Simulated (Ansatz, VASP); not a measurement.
# Sb in VASP and in Ansatz

Contents of INCAR:

```
SYSTEM = Sb
PREC = Accurate ; ENCUT = 520
EDIFF = 1E-7 ; ISMEAR = 0
SIGMA = 0.05 ; LREAL = .False.
LASPH = .True. ; NELM = 60
ALGO = Normal ; ISIF = 2
LWAVE = .False. ; LCHARG = .False.
LDIPOL = .True. ; IDIPOL = 3
DIPOL = 0.5 0.5 0.388 ; GGA = PE
IVDW = 12 ; NBANDS = 18
```

The input KPOINTS:

```
regular mesh
0
Gamma
  9 9 1
  0 0 0
```

The input POSCAR:

```
Sb
1.0
    4.0686848921      0.0000000000      0.0000000000
   -2.0343424461      3.5235844766      0.0000000000
    0.0000000000      0.0000000000     20.8000277116
Sb
4
Direct
    0.3333333333      0.6666666667      0.2956733491
    0.6666666667      0.3333333333      0.2163458656
    0.2222222222      1.1111111111      0.5600967399
    0.5555555556      0.7777777778      0.4807692564
```

Input for Ansatz:

```yaml
crystal:
  lattice:
    - [4.0686848921, 0.0, 0.0]
    - [-2.0343424461, 3.5235844766, 0.0]
    - [0.0, 0.0, 20.8000277116]
  atoms:
    - { symbol: Sb, position: [0.3333333333, 0.6666666667, 0.2956733491] }
    - { symbol: Sb, position: [0.6666666667, 0.3333333333, 0.2163458656] }
    - { symbol: Sb, position: [0.2222222222, 1.1111111111, 0.5600967399] }
    - { symbol: Sb, position: [0.5555555556, 0.7777777778, 0.4807692564] }
basis:
  ecutwfc: 420
kpoints:
  mp_grid: { grid: [9, 9, 1] }
hamiltonian:
  xc: pbe
  dispersion: d3bj
scf:
  occupations: { method: gaussian, width: 0.05 }
output:
  forces: true
  eigenvalues: true
efield:
  axis: 3
  dipole_correction: true
  ramp_width: 0.04
```

Alike in both runs: task single point; functional PBE; dispersion D3(BJ); k mesh 9 × 9 × 1; occupations gaussian, width 0.05 eV; no spin polarisation.

```csv
,VASP,Ansatz
version,VASP 6.6.1,Ansatz 0.2.0
potentials or method,"VASP PAW PBE potentials, release 64 (Sb), cutoff 520 eV","scalar-relativistic, plane waves, PAW"
valence electrons in the cell,20,60
```

Ansatz gave:

* gap on the k mesh at the Fermi level (eV): 0.86
* least direct gap on the mesh (eV): 1.41
* rms of the force components (eV/Å): 0.016

**Question.** Estimate VASP's values.

**Answer.** gap on the k mesh at the Fermi level (eV): 0.87; least direct gap on the mesh (eV): 1.38; rms of the force components (eV/Å): 0.061.

Atom by atom the forces differ by 0.050 eV/Å (rms over components). VASP's potentials hold 20 valence electrons a cell and Ansatz's 60, so a difference there can come from the potentials and not from the codes.

Spin-orbit coupling is off throughout.
